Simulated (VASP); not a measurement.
Wanted: the native input for a VASP 6.6.1 run.

```
Task                               : single point
Functional                         : HSE06
Potentials or basis                : VASP PAW PBE potentials, release 64 (Li_sv, F)
Cutoff                             : 520 eV
k mesh                             : 6 × 6 × 6
Occupations                        : gaussian, width 0.01 eV
Spin                               : no spin polarisation
Dipole correction                  : no
Grid for exact exchange (PRECFOCK) : Normal
Further INCAR settings             : ALGO = Normal; EDIFF = 1e-06; NBANDS = 12
Share of exact exchange            : 0.25
Screening parameter                : 0.2079 1/Å
```

LiF:

```xyz
2
Lattice="0.0000 1.9949 1.9949 1.9949 0.0000 1.9949 1.9949 1.9949 0.0000" Properties=species:S:1:pos:R:3 pbc="T T T"
Li    0.0000    0.0000    0.0000
F     1.9949    1.9949    1.9949
```

The input as run:

POSCAR

```
LiF
1.0
    0.0000000000      1.9948717434      1.9948717434
    1.9948717434      0.0000000000      1.9948717434
    1.9948717434      1.9948717434      0.0000000000
Li F
1 1
Direct
    0.0000000000      0.0000000000      0.0000000000
    0.5000000000      0.5000000000      0.5000000000
```

INCAR.step1

```
ALGO     = Normal         # electronic algorithm
EDIFF    = 1E-5           # SCF threshold, eV
ENCUT    = 520            # plane-wave cutoff, eV
GGA      = PE             # functional
ISIF     = 2              # what is computed and relaxed
ISMEAR   = 0              # smearing method
LASPH    = True           # aspherical terms in the spheres
LCHARG   = False          # write CHGCAR
LREAL    = False          # projectors in reciprocal space
LWAVE    = True           # write WAVECAR
NBANDS   = 12             # bands
NELM     = 100            # most SCF steps
PREC     = Accurate       # precision mode
SIGMA    = 0.01           # smearing width, eV
```

INCAR.step2

```
ALGO     = Normal         # electronic algorithm
EDIFF    = 1E-6           # SCF threshold, eV
ENCUT    = 520            # plane-wave cutoff, eV
GGA      = PE             # functional
HFSCREEN = 0.2079         # screening, 1/A
ISIF     = 2              # what is computed and relaxed
ISMEAR   = 0              # smearing method
ISTART   = 1            
LASPH    = True           # aspherical terms in the spheres
LCHARG   = False          # write CHGCAR
LHFCALC  = True           # exact exchange
LREAL    = False          # projectors in reciprocal space
LWAVE    = False          # write WAVECAR
NBANDS   = 12             # bands
NELM     = 100            # most SCF steps
PREC     = Accurate       # precision mode
PRECFOCK = Normal       
SIGMA    = 0.01           # smearing width, eV
```

KPOINTS

```
k-points
0
Gamma
  6 6 6
```

Potentials or basis: VASP PAW PBE potentials, release 64 (Li_sv, F).

Run with:

```bash
$ cat potpaw_PBE.64/Li_sv/POTCAR potpaw_PBE.64/F/POTCAR > POTCAR
$ cp INCAR.step1 INCAR
$ mpirun -np 1 vasp_std > vasp.out
$ cp INCAR.step2 INCAR
$ mpirun -np 1 vasp_std > vasp.out
```

It gave:

| Item | Value |
| --- | --- |
| Band gap on the k mesh | 11.67 eV |

Caveat: the k points lie up to 0.45 Å⁻¹ apart.

It took 3.3 min on 1 thread of Oxide Virtual Turin-like Processor, with other jobs on the host, peak memory 0.2 GiB.
